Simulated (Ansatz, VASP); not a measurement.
# SiC5 in VASP and in Ansatz

```
C Si
1.0
     2.66911    0.00000    0.00000
    -1.33455    2.31152    0.00000
     0.00000    0.00000    6.60743
C Si
5 1
Direct
  0.00000 0.00000 0.97209
  0.66667 0.33333 0.66968
  0.33333 0.66667 0.36564
  0.66667 0.33333 0.89629
  0.33333 0.66667 0.59295
  0.00000 0.00000 0.25335
```

Alike in both runs: task single point; functional r2SCAN; k mesh 9 × 9 × 4; no spin polarisation.

|  | VASP | Ansatz |
| --- | --- | --- |
| version | VASP 6.6.1 | Ansatz 0.2.0 |
| potentials or method | VASP PAW PBE potentials, release 64 (C, Si) | plane waves, PAW |
| plane-wave cutoff (eV) | 520 | 500 |
| occupations | gaussian, width 0.01 eV | fixed |
| valence electrons in the cell | 24 | 24 |

Ansatz gave:

- gap on the k mesh at the Fermi level (eV): 1.81
- pressure (GPa): 23.2
- traceless stress, the component that is largest in VASP (GPa): 2.15
- rms of the force components (eV/Å): 0.205

Which values does VASP return?

gap on the k mesh at the Fermi level (eV): 1.82; pressure (GPa): 23.4; traceless stress, the component that is largest in VASP (GPa): 2.01; rms of the force components (eV/Å): 0.197.

VASP's potentials were made for PBE, not for r2SCAN. Atom by atom the forces differ by 0.033 eV/Å (rms over components).
